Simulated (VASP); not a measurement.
KCl:

```xyz
2
Lattice="3.8392 0.0000 0.0000 0.0000 3.8392 0.0000 0.0000 0.0000 3.8392" Properties=species:S:1:pos:R:3 pbc="T T T"
K     0.0000    0.0000    0.0000
Cl    1.9196    1.9196    1.9196
```

Base run:

```yaml
Program: VASP 6.6.1
Functional: PBE
Potentials_or_basis: VASP PAW PBE potentials, release 64 (K_sv, Cl)
Cutoff: 520 eV
k_mesh: 7 × 7 × 7
Occupations: fermi-dirac, width 0.05 eV
Spin: no spin polarisation
```

Its results: band gap on the k mesh 4.82 eV, indirect (least direct gap 5.00 eV); pressure 0.0 GPa.

Problem. The run is repeated on the same cell with these changes: functional from PBE to r2SCAN. What comes out?

Solution. Band gap on the k mesh 5.58 eV, indirect (least direct gap 5.76 eV); pressure -1.1 GPa.

r2SCAN gives the wider gap, since meta-GGAs in the generalised Kohn-Sham scheme recover part of the derivative discontinuity.

Caveats: the PAW data sets were made with another functional, which shifts forces and pressure a little (some runs).

A k mesh can miss the band edges.
